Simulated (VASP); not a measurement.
# MgO (P2_1) in VASP: a series of runs

MgO is run at these levels: PBE; tasks: single point.

All numbers are computed with VASP 6.6.1; they aren't measurements. Logs are shortened: lines on timing, memory, paths and dates and some standing lists are left out, and cuts for length are marked.

## (1) The cell of the first run

It takes space group P2_1 (No. 4, monoclinic). Conventional cell: a = 3.315 Å, b = 5.122 Å, c = 3.315 Å, α = 90.00°, β = 120.00°, γ = 90.00°. Mg (site symmetry 1) has 4 O at 1.99 to 2.02 Å within 2.6 Å. O (site symmetry 1) has 4 Mg at 1.99 to 2.02 Å within 2.6 Å.

## (2) Single point, PBE (atoms displaced along a vibrational mode)

The input, INCAR:

```
  PREC = Accurate
  ENCUT = 520
  EDIFF = 1E-6
  ISMEAR = 0
  SIGMA = 0.05
  LREAL = False
  LASPH = True
  NELM = 60
  ALGO = Normal
  ISIF = 2
  LWAVE = False
  LCHARG = False
  GGA = PE
  NBANDS = 16
```

The input, KPOINTS:

```
regular mesh
0
Gamma
  9 9 6
```

The input, POSCAR:

```
MgO
1.0
    3.3152854007      0.0000000000      0.0000000000
   -1.6576427004      2.8711213778      0.0000000000
    0.0000000000      0.0000000000      5.1215474231
Mg O
2 2
Direct
    0.3238101910      0.6926843755      0.0063188067
    0.6761898090      0.3073156245      0.5063188067
    0.3421322167      0.6426276703      0.3982811933
    0.6578677833      0.3573723297      0.8982811933
```

Potentials or basis: VASP PAW PBE potentials, release 64 (Mg, O).

On the command line:

```bash
$ cat potpaw_PBE.64/Mg/POTCAR potpaw_PBE.64/O/POTCAR > POTCAR
$ mpirun -np 1 vasp_std > vasp.out
```

OUTCAR:

```text
PREC = Accurate
   ENCUT = 520
   EDIFF = 1E-6
   ISMEAR = 0
   LREAL = False
   LASPH = True
   NELM = 60
   ISIF = 2
   GGA = PE

 ion  position               nearest neighbor table
   1  0.324  0.693  0.006-   4 1.99   4 1.99   4 2.00   3 2.02   2 3.11   2 3.11   2 3.17   2 3.17
                             2 3.32   2 3.32
   2  0.676  0.307  0.506-   3 1.99   3 1.99   3 2.00   4 2.02   1 3.11   1 3.11   1 3.17   1 3.17
                             1 3.32   1 3.32
   3  0.342  0.643  0.398-   2 1.99   2 1.99   2 2.00   1 2.02
   4  0.658  0.357  0.898-   1 1.99   1 1.99   1 2.00   2 2.02

  LATTYP: Found a hexagonal cell.
 ALAT       =     3.3152854007
 C/A-ratio  =     1.5448285152

  Lattice vectors:

 A1 = (   3.3152854007,   0.0000000000,   0.0000000000)
 A2 = (  -1.6576427004,   2.8711213778,   0.0000000000)
 A3 = (   0.0000000000,   0.0000000000,   5.1215474231)

Analysis of symmetry for initial positions (statically):
=====================================================================
 Subroutine PRICEL returns:
 Original cell was already a primitive cell.

 Routine SETGRP: Setting up the symmetry group for a
 hexagonal supercell.

 Subroutine GETGRP returns: Found  2 space group operations
 (whereof  1 operations were pure point group operations)
 out of a pool of 24 trial point group operations.

The static configuration has the point symmetry C_1 .
 The point group associated with its full space group is C_2 .

Analysis of symmetry for dynamics (positions and initial velocities):
=====================================================================
 Subroutine PRICEL returns:
 Original cell was already a primitive cell.

 Routine SETGRP: Setting up the symmetry group for a
 hexagonal supercell.

 Subroutine GETGRP returns: Found  2 space group operations
 (whereof  1 operations were pure point group operations)
 out of a pool of 24 trial point group operations.

The dynamic configuration has the point symmetry C_1 .
 The point group associated with its full space group is C_2 .

 Subroutine INISYM returns: Found  2 space group operations
 (whereof  1 operations are pure point group operations),
 and found     1 'primitive' translations

----------------------------------------------------------------------------------------

                                     Primitive cell

  volume of cell :      48.7499

  direct lattice vectors                    reciprocal lattice vectors
     3.315285401  0.000000000  0.000000000     0.301633156  0.174147984  0.000000000
    -1.657642700  2.871121378  0.000000000     0.000000000  0.348295968  0.000000000
     0.000000000  0.000000000  5.121547423     0.000000000  0.000000000  0.195253488

  length of vectors
     3.315285401  3.315285401  5.121547423     0.348295968  0.348295968  0.195253488

  position of ions in fractional coordinates (direct lattice)
     0.323810191  0.692684376  0.006318807
     0.676189809  0.307315624  0.506318807
     0.342132217  0.642627670  0.398281193
     0.657867783  0.357372330  0.898281193

  ion indices of the primitive-cell ions
   primitive index   ion index
                 1           1
                 2           2
                 3           3
                 4           4

----------------------------------------------------------------------------------------

 KPOINTS: regular mesh

Automatic generation of k-mesh.
 Grid dimensions read from file:
 generate k-points for:    9    9    6

 Generating k-lattice:

  Cartesian coordinates                     Fractional coordinates (reciprocal lattice)
     0.033514795  0.019349776  0.000000000     0.111111111 -0.000000000  0.000000000
     0.000000000  0.038699552  0.000000000     0.000000000  0.111111111  0.000000000
     0.000000000  0.000000000  0.032542248     0.000000000  0.000000000  0.166666667

  Length of vectors
     0.038699552  0.038699552  0.032542248

  Shift w.r.t. Gamma in fractional coordinates (k-lattice)
     0.000000000  0.000000000  0.000000000

 Subroutine IBZKPT returns following result:
 ===========================================

 Found    164 irreducible k-points:

 Following reciprocal coordinates:
            Coordinates               Weight
  0.000000  0.000000  0.000000      1.000000
  0.111111  0.000000  0.000000      2.000000
  0.000000  0.111111  0.000000      2.000000
 -0.111111  0.111111  0.000000      2.000000
  0.222222 -0.000000  0.000000      2.000000
  0.000000  0.222222  0.000000      2.000000
[... 16 lines left out ...]
  0.333333  0.111111  0.000000      2.000000
 -0.111111  0.444444  0.000000      2.000000
 [... further k-points ...]
   k-points           NKPTS =    164   k-points in BZ     NKDIM =    164   number of bands    NBANDS=     16
   number of dos      NEDOS =    301   number of ions     NIONS =      4
   total plane-waves  NPLWV =  31360
   dimension x,y,z NGX =    28 NGY =   28 NGZ =   40
   dimension x,y,z NGXF=    56 NGYF=   56 NGZF=   80
   ions per type =               2   2
   NGX,Y,Z   is equivalent  to a cutoff of  14.04, 14.04, 12.98 a.u.
   NGXF,Y,Z  is equivalent  to a cutoff of  28.08, 28.08, 25.97 a.u.
 SYSTEM =  unknown system
   PREC   = accura    normal or accurate (medium, high low for compatibility)
   ISTART =      0    job   : 0-new  1-cont  2-samecut
   ICHARG =      2    charge: 1-file 2-atom 10-const
   ISPIN  =      1    spin polarized calculation?
   LNONCOLLINEAR =      F non collinear calculations
   LSORBIT =      F    spin-orbit coupling
   LASPH  =      T    aspherical Exc in radial PAW
   ENCUT  =  520.0 eV  38.22 Ry    6.18 a.u.   6.16  6.16  9.52*2*pi/ulx,y,z
   NELM   =     60;   NELMIN=  2; NELMDL= -5     # of ELM steps
   EDIFF  = 0.1E-05   stopping-criterion for ELM
   LREAL  =      F    real-space projection
   EDIFFG = 0.1E-04   stopping-criterion for IOM
   NSW    =      0    number of steps for IOM
   IBRION =     -1    ionic relax: 0-MD 1-quasi-New 2-CG
   NFREE  =      0    steps in history (QN), initial steepest desc. (CG)
   ISIF   =      2    stress and relaxation
   ISYM   =      2    0-nonsym 1-usesym 2-fastsym
   POTIM  = 0.5000    time-step for ionic-motion
   TEBEG  =    0.0;   TEEND  =   0.0 temperature during run
   PSTRESS=    0.0 pullay stress
   NELECT =      16.0000    total number of electrons
   NUPDOWN=      -1.0000    fix difference up-down
   EMIN   =  10.00;   EMAX   =-10.00  energy-range for DOS
   EFERMI =   0.00;   METHOD = LEGACY
   ISMEAR =     0;   SIGMA  =   0.05  broadening in eV -4-tet -1-fermi 0-gaus
   EFERMI_NEDOS =   21; number of points for ismear=-14 and -15
   IALGO  =     38    algorithm
   IMIX   =      4    mixing-type and parameters
     AMIX     =   0.40;   BMIX     =  1.00
     AMIX_MAG =   1.60;   BMIX_MAG =  1.00
  volume/ion in A,a.u.               =      12.19        82.25
  Fermi-wavevector in a.u.,A,eV,Ry     =   1.129250  2.133974 17.350238  1.275207
  Thomas-Fermi vector in A             =   2.265943
   LORBIT       =      0    0 simple, 1 ext, 2 COOP (PROOUT), +10 PAW based schemes
   GGA     = PE    functional components
   LHFCALC =     F    Hartree Fock is set to
   AEXX    =    0.0000 exact exchange contribution
   IVDW    =     0    specifies the selected vdW correction
   LEPSILON=     F    determine dielectric tensor
   LRPA    =     F    only Hartree local field effects (RPA)
 non-spin polarized calculation
 Gauss-broadening in eV      SIGMA  =   0.05
  energy-cutoff  :      520.00
  volume of cell :       48.75
 maximum number of plane-waves:      1339
 NGX is ok and might be reduce to    28
   NGX = 13   NGY = 13   NGZ = 19

 number of electron      16.0000006 magnetization

 Free energy of the ion-electron system (eV)
  ---------------------------------------------------
  ext. energy  EPLUGINS =         0.00000000
  ---------------------------------------------------
  free energy    TOTEN  =       -23.48150708 eV

  energy without entropy =      -23.48150708  energy(sigma->0) =      -23.48150708

 E-fermi :   1.1757     XC(G=0):  -9.6089

 val. band max:        0.9340155856   @ k =   0.0000   0.0000   0.0000
 cond. band min:       4.2510834072   @ k =   0.0000   0.0000   0.0000
 fundamental gap:      3.3170678216
 Fermi energy:         1.1756939355

 k-point     1 :       0.0000    0.0000    0.0000
  band No.  band energies     occupation
      1     -15.1785      2.00000
      2     -14.4531      2.00000
      3      -2.2372      2.00000
      4       0.2467      2.00000
      5       0.3401      2.00000
      6       0.4967      2.00000
[... 8 lines left out ...]
     15      16.8445      0.00000
     16      17.8374      0.00000

 k-point     2 :       0.1111    0.0000    0.0000
  band No.  band energies     occupation
      1     -15.1200      2.00000
      2     -14.4308      2.00000
      3      -2.1187      2.00000
      4      -0.0349      2.00000
      5       0.2019      2.00000
      6       0.2147      2.00000
[... 8 lines left out ...]
     15      16.8975      0.00000
     16      17.4522      0.00000

 k-point     3 :       0.0000    0.1111    0.0000
  band No.  band energies     occupation
      1     -15.1206      2.00000
      2     -14.4299      2.00000
      3      -2.1204      2.00000
      4      -0.0531      2.00000
      5       0.1910      2.00000
      6       0.2112      2.00000
[... 8 lines left out ...]
     15      17.0113      0.00000
     16      17.4087      0.00000

 k-point     4 :      -0.1111    0.1111    0.0000
  band No.  band energies     occupation
      1     -15.1186      2.00000
      2     -14.4328      2.00000
      3      -2.1149      2.00000
      4      -0.0175      2.00000
      5       0.2267      2.00000
      6       0.2475      2.00000
[... 8 lines left out ...]
     15      16.8939      0.00000
     16      17.1323      0.00000
[... 324 lines left out ...]
 k-point    22 :       0.3333   -0.1111    0.0000
  band No.  band energies     occupation
      1     -14.8285      2.00000
      2     -14.3527      2.00000
      3      -1.4737      2.00000
      4      -1.2349      2.00000
      5      -0.7091      2.00000
      6      -0.0632      2.00000
[... 8 lines left out ...]
     15      15.3180      0.00000
     16      16.4313      0.00000

 k-point    23 :       0.3333    0.1111    0.0000
  band No.  band energies     occupation
      1     -14.6551      2.00000
      2     -14.3185      2.00000
      3      -1.8206      2.00000
      4      -1.0775      2.00000
      5      -0.9595      2.00000
      6      -0.2842      2.00000
[... 8 lines left out ...]
     15      15.2829      0.00000
     16      16.8332      0.00000

 k-point    24 :      -0.1111    0.4444    0.0000
  band No.  band energies     occupation
      1     -14.6568      2.00000
      2     -14.3160      2.00000
      3      -1.8638      2.00000
      4      -1.0689      2.00000
      5      -0.9291      2.00000
      6      -0.2987      2.00000
[... 8 lines left out ...]
     15      15.0251      0.00000
     16      16.4342      0.00000

 [... further k-points ...]

------------------------ aborting loop because EDIFF is reached ----------------------------------------

  FORCE on cell =-STRESS in cart. coord.  units (eV):
  Direction    XX          YY          ZZ          XY          YZ          ZX
  --------------------------------------------------------------------------------------
  -------------------------------------------------------------------------------------
  Total       -0.2403687     -0.2384963     -0.1073846      0.0935105      0.0000000      0.0000000
  in kB       -7.8997759     -7.8382406     -3.5292221      3.0732451      0.0000000      0.0000000
  external PRESSURE =      -6.4224129 kB  Pullay stress =       0.0000000 kB

 VOLUME and BASIS-vectors are now :
 -----------------------------------------------------------------------------
  energy-cutoff  :      520.00
  volume of cell :       48.75
      direct lattice vectors                 reciprocal lattice vectors
     3.315285401  0.000000000  0.000000000     0.301633156  0.174147984  0.000000000
    -1.657642700  2.871121378  0.000000000     0.000000000  0.348295968  0.000000000
     0.000000000  0.000000000  5.121547423     0.000000000  0.000000000  0.195253488

 POSITION                                       TOTAL-FORCE (eV/Angst)
 -----------------------------------------------------------------------------------
     -0.07470      1.98878      0.03236         0.197756     -0.231555      0.057172
      1.73234      0.88234      2.59314        -0.197756      0.231555      0.057172
      0.06902      1.84506      2.03982        -0.161314      0.141902     -0.057172
      1.58862      1.02606      4.60059         0.161314     -0.141902     -0.057172
 -----------------------------------------------------------------------------------
    total drift:                               -0.000000     -0.000000     -0.001374

  FREE ENERGIE OF THE ION-ELECTRON SYSTEM (eV)
  ---------------------------------------------------
  free  energy   TOTEN  =       -23.4815070805 eV

  energy  without entropy=      -23.4815070805  energy(sigma->0) =      -23.48150708
```

Wall time 2.8 min (1 thread of Intel Xeon 8259CL, shared host); peak memory 0.26 GiB.

Results:

- Free energy: -23.4815 eV
- Pressure: -0.6 GPa
- Largest force: 0.310 eV/Å
- Band gap on the k mesh: 3.32 eV

Forces on the atoms (eV/Å):
```
Mg   0.198 -0.232  0.057
Mg  -0.198  0.232  0.057
O   -0.161  0.142 -0.057
O    0.161 -0.142 -0.057
```

Levels at points of the mesh, in eV from the valence-band top:
```
           k point  band 5  band 6  band 7  band 8  band 9  band 10  band 11  band 12
(0.00, 0.00, 0.00)   -0.59   -0.44   -0.27    0.00    3.32     8.26     9.94    13.86
(0.00, 0.00, 0.50)   -0.51   -0.51   -0.48   -0.48    5.76     5.76    12.79    12.79
```

Caveat: the cell differs from its parent crystal (atoms displaced along a vibrational mode); an odd mesh through Γ misses points on the zone boundary, where band edges can lie.

## (3) Single point, PBE (atoms displaced along a vibrational mode)

The input, INCAR:

```
SYSTEM = MgO
PREC     = Accurate       ! precision mode
ENCUT    = 520            ! plane-wave cutoff, eV
EDIFF    = 1E-6           ! SCF threshold, eV
ISMEAR   = 0              ! smearing method
SIGMA    = 0.05           ! smearing width, eV
LREAL    = .False.        ! projectors in reciprocal space
LASPH    = .True.         ! aspherical terms in the spheres
NELM     = 60             ! most SCF steps
ALGO     = Normal         ! electronic algorithm
ISIF     = 2              ! what is computed and relaxed
LWAVE    = .False.        ! write WAVECAR
LCHARG   = .False.        ! write CHGCAR
GGA      = PE             ! functional
NBANDS   = 16             ! bands
```

The input, KPOINTS:

```
Automatic mesh
0
Gamma
  9 9 6
  0 0 0
```

The input, POSCAR:

```
MgO
1.0
    3.3152854007      0.0000000000      0.0000000000
   -1.6576427004      2.8711213778      0.0000000000
    0.0000000000      0.0000000000      5.1215474231
Mg O
2 2
Direct
    0.2977924821      0.6406489578      0.0063188067
    0.7022075179      0.3593510422      0.5063188067
    0.3661712130      0.6907056630      0.3982811933
    0.6338287870      0.3092943370      0.8982811933
```

Potentials or basis: VASP PAW PBE potentials, release 64 (Mg, O).

On the command line:

```bash
$ cat potpaw_PBE.64/Mg/POTCAR potpaw_PBE.64/O/POTCAR > POTCAR
$ mpirun -np 1 vasp_std > vasp.out
```

Wall time 2.8 min (1 thread of Intel Xeon 8259CL, shared host); peak memory 0.26 GiB.

Results (log left out):

| Item | Value |
| --- | --- |
| Free energy | -23.4799 eV |
| Pressure | -0.6 GPa |
| Largest force | 0.356 eV/Å |
| Band gap on the k mesh | 3.32 eV |

Forces in eV/Å, atoms in the order of the input:
```
Mg   0.265  0.231  0.058
Mg  -0.265 -0.231  0.058
O   -0.123 -0.142 -0.058
O    0.123  0.142 -0.058
```

Stress tensor (GPa, compression positive):
```
-0.79 -0.30  0.00
-0.30 -0.81  0.00
 0.00  0.00 -0.32
```

Levels at points of the mesh, in eV from the valence-band top:
```
           k point  band 6  band 7  band 8  band 9  band 10  band 11
(0.00, 0.00, 0.00)   -0.44   -0.26    0.00    3.32     8.26     9.94
(0.00, 0.00, 0.50)   -0.52   -0.47   -0.47    5.76     5.76    12.78
```

Caveat: the cell differs from its parent crystal (atoms displaced along a vibrational mode); an odd mesh through Γ misses points on the zone boundary, where band edges can lie.
